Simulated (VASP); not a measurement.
A run of VASP 6.6.1 is set up as follows.

The input INCAR:

```
SYSTEM = GaN
PREC     = Accurate       ! precision mode
ENCUT    = 520            ! plane-wave cutoff, eV
EDIFF    = 1E-6           ! SCF threshold, eV
ISMEAR   = 0              ! smearing method
SIGMA    = 0.01           ! smearing width, eV
LREAL    = .FALSE.        ! projectors in reciprocal space
LASPH    = .TRUE.         ! aspherical terms in the spheres
NELM     = 100            ! most SCF steps
ALGO     = Normal         ! electronic algorithm
ISIF     = 2              ! what is computed and relaxed
LWAVE    = .FALSE.        ! write WAVECAR
LCHARG   = .FALSE.        ! write CHGCAR
GGA      = PE             ! functional
NBANDS   = 26             ! bands
```

The input KPOINTS:

```
regular mesh
0
G
  6 6 4
  0 0 0
```

Contents of POSCAR:

```
GaN
1.0
    3.3000348257      0.0000000000      0.0000000000
   -1.6500174128      2.8579139924      0.0000000000
    0.0000000000      0.0000000000      4.7558746756
Ga N
2 2
Direct
    0.3333333333      0.6666666667      0.2500000000
    0.6666666667      0.3333333333      0.7500000000
    0.6666666667      0.3333333333      0.2500000000
    0.3333333333      0.6666666667      0.7500000000
```

Potentials or basis: VASP PAW PBE potentials, release 64 (Ga_d, N).

Command:

```bash
$ cat potpaw_PBE.64/Ga_d/POTCAR potpaw_PBE.64/N/POTCAR > POTCAR
$ mpirun -np 1 vasp_std > vasp.out
```

Question: Estimate the band gap on the k mesh.

Answer: 1.46 eV, direct.

Question: Predict the pressure.

Answer: 6.4 GPa.

Stress tensor (GPa, compression positive):
```
7.02 0.00 0.00
0.00 7.02 0.00
0.00 0.00 5.09
```
